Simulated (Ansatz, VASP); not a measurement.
**Two plane-wave programs on Mn**

Contents of INCAR:

```
SYSTEM = Mn
PREC = Accurate ; ENCUT = 500
EDIFF = 1E-6 ; ISMEAR = -1
SIGMA = 0.05 ; LREAL = .FALSE.
LASPH = .TRUE. ; NELM = 200
ALGO = Normal ; ISIF = 2
LWAVE = .FALSE. ; LCHARG = .FALSE.
ISPIN = 2 ; MAGMOM = -0.899
LORBIT = 11 ; LMAXMIX = 4
GGA = RE ; NBANDS = 16
GGA_COMPAT = .FALSE.
```

File KPOINTS:

```
Automatic mesh
0
G
  18 18 18
  0 0 0
```

POSCAR

```
Mn
1.0
   -1.4050925334      1.4050925334      1.4050925334
    1.4050925334     -1.4050925334      1.4050925334
    1.4050925334      1.4050925334     -1.4050925334
Mn
1
Direct
    0.0000000000      0.0000000000      0.0000000000
```

Input for Ansatz:

```yaml
crystal:
  lattice:
    - [-1.4050925334, 1.4050925334, 1.4050925334]
    - [1.4050925334, -1.4050925334, 1.4050925334]
    - [1.4050925334, 1.4050925334, -1.4050925334]
  atoms:
    - { symbol: Mn, position: [0.0, 0.0, 0.0], spin: -0.899 }
hamiltonian:
  xc: revpbe
  pseudopotentials:
    kind: paw
    azcp:
      Mn: "pseudopotentials/Mn.paw.azcp"
basis:
  ecutwfc: 420
  fft_grid_basis: typed
kpoints:
  mp_grid: { grid: [18, 18, 18], shift: [0, 0, 0] }
magnetization:
  spin_polarized: true
scf:
  occupations: { method: fermi_dirac, width: 0.05 }
  lower_state_search: "off"
output:
  stress: true
```

Alike in both runs: task single point; functional revPBE; k mesh 18 × 18 × 18; occupations fermi-dirac, width 0.05 eV; collinear spin.

|  | VASP | Ansatz |
| --- | --- | --- |
| version | VASP 6.6.1 | Ansatz 0.2.0 |
| potentials or method | VASP PAW PBE potentials, release 64 (Mn_pv), cutoff 500 eV | plane waves (420 eV) with PAW, scalar-relativistic |
| valence electrons in the cell | 13 | 15 |

|  | VASP | Ansatz | Ansatz less VASP |
| --- | --- | --- | --- |
| pressure (GPa) | 0.4 | 0.5 | +0.08 |
| net moment per atom (μB) | 0.91 | 0.89 | -0.014 |
| size of the moment on the site where the two differ most (μB) | 0.91 | 0.89 | -0.017 |

VASP's potentials were made for PBE, not for revPBE. Site moments also hang on the region over which each program counts them. VASP's potentials hold 13 valence electrons a cell and Ansatz's 15, so a difference there can come from the potentials and not from the codes.
